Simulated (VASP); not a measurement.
# TaN: single point with PBEsol

Crystal: TaN.

```xyz
2
Lattice="0.0000 2.2662 2.1790 2.2662 0.0000 2.1790 2.2662 2.2662 0.0000" Properties=species:S:1:pos:R:3 pbc="T T T"
Ta    2.2662    2.2662    2.1790
N     0.0000    0.0000    0.0000
```

This cell differs from its parent crystal: strain +0.0400 x Voigt [1, 1, 0, 0, 0, 0].

* Program: VASP 6.6.1
* Task: single point
* Functional: PBEsol
* Potentials or basis: VASP PAW PBE potentials, release 64 (Ta_pv, N)
* Cutoff: 520 eV
* k mesh: 18 × 18 × 18
* Occupations: gaussian, width 0.15 eV
* Spin: no spin polarisation

- Pressure: -18.6 GPa
- Band gap on the k mesh: zero (band 8 reaches 10.38 eV, above the bottom of band 9 at 6.68 eV)

Stress tensor (GPa, compression positive):
```
-24.98   0.00   0.00
  0.00 -24.98   0.00
  0.00   0.00  -5.76
```

Levels at points of the mesh, in eV from the Fermi level:
```
           k point  band 6  band 7  band 8  band 9  band 10  band 11
(0.00, 0.00, 0.00)   -3.69   -3.54   -2.12   -2.12    -1.68    -0.24
(0.50, 0.00, 0.00)   -7.23   -7.22    1.59    1.93     1.93     3.63
(0.50, 0.50, 0.00)   -5.19   -4.61   -4.61    1.97     3.29     3.29
(0.50, 0.00, 0.50)   -5.11   -4.47   -4.35    1.82     3.05     3.50
```

It took 42 s on 1 thread of Intel(R) Xeon(R) 6975P-C (Granite Rapids), on a shared host, peak memory 0.27 GiB.

Caveat: the cell differs from its parent crystal (strain +0.0400 x Voigt [1, 1, 0, 0, 0, 0]); the PAW data sets were made with another functional, which shifts forces and pressure a little; spin-orbit coupling is left out, which moves the levels of the heavy elements.
